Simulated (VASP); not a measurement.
# Pt (R-3m) in VASP: a series of runs, part 2 of 2

VASP 6.6.1.

## (5) Single point, PBE

This run uses another cell than the first one, of 15.36 Å³/atom.

Contents of INCAR:

```
ALGO = Normal
EDIFF = 1E-7
ENCUT = 520
GGA = PE
ISIF = 2
ISMEAR = 0
LASPH = T
LCHARG = F
LREAL = F
LWAVE = F
NBANDS = 11
NELM = 80
PREC = Accurate
SIGMA = 0.15
```

Contents of KPOINTS:

```
k-points
0
Gamma
  20 20 20
```

Contents of POSCAR:

```
Pt
1.0
   -0.2977447067      1.8360923581      1.8360923581
    1.8360923581     -0.2977447067      1.8360923581
    1.8360923581      1.8360923581     -0.2977447067
Pt
1
Direct
    0.0000000000      0.0000000000      0.0000000000
```

Potentials or basis: VASP PAW PBE potentials, release 64 (Pt).

On the command line:

```console
$ cat potpaw_PBE.64/Pt/POTCAR > POTCAR
$ mpirun -np 1 vasp_std > vasp.out
```

OUTCAR:

```text
EDIFF = 1E-7
   ENCUT = 520
   GGA = PE
   ISIF = 2
   ISMEAR = 0
   LASPH = T
   LREAL = F
   NELM = 80
   PREC = Accurate

 ion  position               nearest neighbor table
   1  0.000  0.000  0.000-

  LATTYP: Found a trigonal (rhomboedric) cell.
 ALAT       =     2.6136415602
 COS(alpha) =     0.3334534968

  Lattice vectors:

 A1 = (  -0.2977447067,   1.8360923581,   1.8360923581)
 A2 = (   1.8360923581,  -0.2977447067,   1.8360923581)
 A3 = (   1.8360923581,   1.8360923581,  -0.2977447067)

Analysis of symmetry for initial positions (statically):
=====================================================================
 Subroutine PRICEL returns:
 Original cell was already a primitive cell.

 Routine SETGRP: Setting up the symmetry group for a
 trigonal (rhombohedral) supercell.

 Subroutine GETGRP returns: Found 12 space group operations
 (whereof 12 operations were pure point group operations)
 out of a pool of 12 trial point group operations.

The static configuration has the point symmetry D_3d.

Analysis of symmetry for dynamics (positions and initial velocities):
=====================================================================
 Subroutine PRICEL returns:
 Original cell was already a primitive cell.

 Routine SETGRP: Setting up the symmetry group for a
 trigonal (rhombohedral) supercell.

 Subroutine GETGRP returns: Found 12 space group operations
 (whereof 12 operations were pure point group operations)
 out of a pool of 12 trial point group operations.

The dynamic configuration has the point symmetry D_3d.

 Subroutine INISYM returns: Found 12 space group operations
 (whereof 12 operations are pure point group operations),
 and found     1 'primitive' translations

----------------------------------------------------------------------------------------

                                     Primitive cell
[... 113 lines left out ...]
   LORBIT       =      0    0 simple, 1 ext, 2 COOP (PROOUT), +10 PAW based schemes
   GGA     = PE    functional components
   LHFCALC =     F    Hartree Fock is set to
   AEXX    =    0.0000 exact exchange contribution
   IVDW    =     0    specifies the selected vdW correction
   LEPSILON=     F    determine dielectric tensor
   LRPA    =     F    only Hartree local field effects (RPA)
 non-spin polarized calculation
 Gauss-broadening in eV      SIGMA  =   0.15
  energy-cutoff  :      520.00
  volume of cell :       15.36
 maximum number of plane-waves:       430
   NGX =  9   NGY =  9   NGZ =  9

 number of electron      10.0000000 magnetization

 Free energy of the ion-electron system (eV)
  ---------------------------------------------------
  ext. energy  EPLUGINS =         0.00000000
  ---------------------------------------------------
  free energy    TOTEN  =        -5.83399732 eV

  energy without entropy =       -5.82229726  energy(sigma->0) =       -5.82814729

 E-fermi :  10.7216     XC(G=0): -13.3278

 val. band max:       10.7194145684   @ k =   0.3500   0.1000   0.1000
 cond. band min:      10.7216373731   @ k =   0.3500   0.1500   0.1500
 fundamental gap:      0.0022228047
 Fermi energy:        10.7215577335

 k-point     1 :       0.0000    0.0000    0.0000
  band No.  band energies     occupation
      1       0.9179      2.00000
      2       5.7369      2.00000
      3       5.7369      2.00000
      4       9.2948      2.00000
      5       9.9730      2.00000
      6       9.9730      2.00000
      7      25.3235      0.00000
      8      28.6230      0.00000
      9      28.6230      0.00000
     10      35.9098      0.00000
     11      36.7182      0.00000
[... 309 lines left out ...]
 k-point    24 :      -0.3500    0.0500    0.0000
  band No.  band energies     occupation
      1       3.5028      2.00000
      2       5.8020      2.00000
      3       7.9201      2.00000
      4       9.2674      2.00000
      5       9.9186      2.00000
      6      10.4602      1.98625
      7      18.8870      0.00000
      8      26.7719      0.00000
      9      29.4422      0.00000
     10      34.5397      0.00000
     11      36.1406      0.00000

 [... further k-points ...]

------------------------ aborting loop because EDIFF is reached ----------------------------------------

  FORCE on cell =-STRESS in cart. coord.  units (eV):
  Direction    XX          YY          ZZ          XY          YZ          ZX
  --------------------------------------------------------------------------------------
  -------------------------------------------------------------------------------------
  Total        1.7006719      1.7006719      1.7006719      1.0769782      1.0769782      1.0769782
  in kB      177.3400809    177.3400809    177.3400809    112.3034956    112.3034956    112.3034956
  external PRESSURE =     177.3400809 kB  Pullay stress =       0.0000000 kB

 VOLUME and BASIS-vectors are now :
 -----------------------------------------------------------------------------
  energy-cutoff  :      520.00
  volume of cell :       15.36
      direct lattice vectors                 reciprocal lattice vectors
    -0.297744707  1.836092358  1.836092358    -0.213644406  0.254994937  0.254994937
     1.836092358 -0.297744707  1.836092358     0.254994937 -0.213644406  0.254994937
     1.836092358  1.836092358 -0.297744707     0.254994937  0.254994937 -0.213644406

 POSITION                                       TOTAL-FORCE (eV/Angst)
 -----------------------------------------------------------------------------------
      0.00000      0.00000      0.00000        -0.000000      0.000000     -0.000000
 -----------------------------------------------------------------------------------
    total drift:                                0.000000      0.000000      0.000000

  FREE ENERGIE OF THE ION-ELECTRON SYSTEM (eV)
  ---------------------------------------------------
  free  energy   TOTEN  =        -5.8339973223 eV

  energy  without entropy=       -5.8222972600  energy(sigma->0) =       -5.82814729
```

Wall time 99 s (1 thread of Intel Xeon 8259CL, shared host); peak memory 0.24 GiB.

Results:

```
Free energy            : -5.8340 eV
Pressure               : 17.7 GPa
Band gap on the k mesh : zero (bands 5 and 6 overlap by 3.60 eV)
```

Caveat: the cell stands under pressure; spin-orbit coupling is left out, which moves the levels of the heavy elements.

## (6) The runs side by side

| cell | gap on the mesh (eV) | pressure (GPa) |
| --- | --- | --- |
| a = 2.730 Å, angles 66.7°, 1 atom | none | -6.8 |
| a = 3.010 Å, angles 53.8°, 1 atom | none | -6.5 |
| a = 2.697 Å, angles 70.2°, 1 atom | none | -5.5 |
| a = 2.614 Å, angles 70.5°, 1 atom | none | 17.7 |

Alike in all rows: task single point; level PBE; potentials or basis VASP PAW PBE potentials, release 64 (Pt); no spin polarisation; k mesh 20 × 20 × 20; cutoff (eV) 520; smearing gaussian 0.15 eV.

Caveats: spin-orbit coupling is left out, which moves the levels of the heavy elements; the cell stands under tension (at least some runs); the cell stands under pressure (at least some runs).

Total energies depend on the potentials used, so only differences within one code and one set of settings carry meaning.
